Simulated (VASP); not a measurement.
Runs of VASP 6.6.1 on Ga. The structure is that of space group I4/mmm (No. 139), or close to it. The cells are those of the table. 

| level | cell | k mesh | screening parameter | gap on the mesh (eV) | pressure (GPa) |
| --- | --- | --- | --- | --- | --- |
| PBE0 | a = 3.029 Å, angles 125.6, 125.6, 80.5°, 1 atom | 6 × 6 × 6 | - | none | 2.8 |
| PBE0 | a = 3.009 Å, angles 125.6, 125.6, 80.5°, 1 atom | 6 × 6 × 6 | - | none | 4.5 |
| PBE0 | a = 2.988 Å, angles 125.6, 125.6, 80.5°, 1 atom | 8 × 8 × 8 | - | none | 5.5 |
| HSE06 | a = 3.088 Å, angles 125.6, 125.6, 80.5°, 1 atom | 8 × 8 × 8 | 0.2079 1/Å | none | (a) |

Alike in all rows: task single point; potentials or basis VASP PAW PBE potentials, release 64 (Ga_d); no spin polarisation; cutoff (eV) 520; smearing fermi-dirac 0.05 eV.

Problem. Estimate the missing entries.

Solution. (a) -0.8.

Caveats: some runs use coarse meshes; the PAW data sets were made with another functional, which shifts forces and pressure a little; the cell stands under pressure (at least some runs).

A k mesh can miss the band edges, and the runs leave out spin-orbit coupling on Ga.

A gap of «none» marks levels without a gap at the run's occupations.
